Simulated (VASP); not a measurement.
Set up this calculation in VASP 6.6.1, as the native input.

| Quantity | Value |
| --- | --- |
| Task | relaxation of cell and atoms |
| Functional | PBE |
| Potentials or basis | VASP PAW PBE potentials, release 64 (Ni) |
| Cutoff | 600 eV |
| k mesh | 25 × 25 × 25 |
| Occupations | fermi-dirac, width 0.05 eV |
| Spin | collinear spin, ferromagnetic start |
| Starting moments | [1.0] μB |
| Dipole correction | no |
| Further INCAR settings | ALGO = Normal; EDIFF = 1e-06; IBRION = 2; EDIFFG = -0.003; NSW = 100; ISIF = 3 |

The structure of Ni lies in POSCAR:

```
Ni
1.0
    0.0000000000      1.7619350000      1.7619350000
    1.7619350000      0.0000000000      1.7619350000
    1.7619350000      1.7619350000      0.0000000000
Ni
1
Direct
    0.0000000000      0.0000000000      0.0000000000
```

These files were run (other wordings do the same):

INCAR

```
PREC = Accurate ; ENCUT = 600
EDIFF = 1E-6 ; ISMEAR = -1
SIGMA = 0.05 ; LREAL = F
LASPH = T ; NELM = 150
ALGO = Normal ; ISIF = 3
LWAVE = F ; LCHARG = F
ISPIN = 2 ; MAGMOM = 1
LORBIT = 11 ; LMAXMIX = 4
GGA = PE ; IBRION = 2
NSW = 100 ; EDIFFG = -0.003
```

KPOINTS

```
regular mesh
0
Gamma
  25 25 25
```

Potentials or basis: VASP PAW PBE potentials, release 64 (Ni).

Run with:

```sh
$ cat potpaw_PBE.64/Ni/POTCAR > POTCAR
$ mpirun -np 1 vasp_std > vasp.out
```

Results of the run:

* Relaxed volume: 10.88 Å³/atom
* Relaxed cell: a = 2.487 Å, b = 2.487 Å, c = 2.487 Å, α = 60.00°, β = 60.00°, γ = 60.00°
* Space group after relaxing (to 0.05 Å): Fm-3m (No. 225)
* Energy gained by relaxing: 0.2 meV/atom
* Ionic steps: 3
* Pressure after relaxing: 0.0 GPa
* Net moment: 0.62 μB per cell
* Site moments: Ni +0.63 μB
* Valence electrons inside the program's atomic spheres: Ni 9.31

It took 3 min on 1 thread of Intel(R) Xeon(R) Platinum 8488C (Sapphire Rapids) (shared host), peak memory 0.22 GiB.
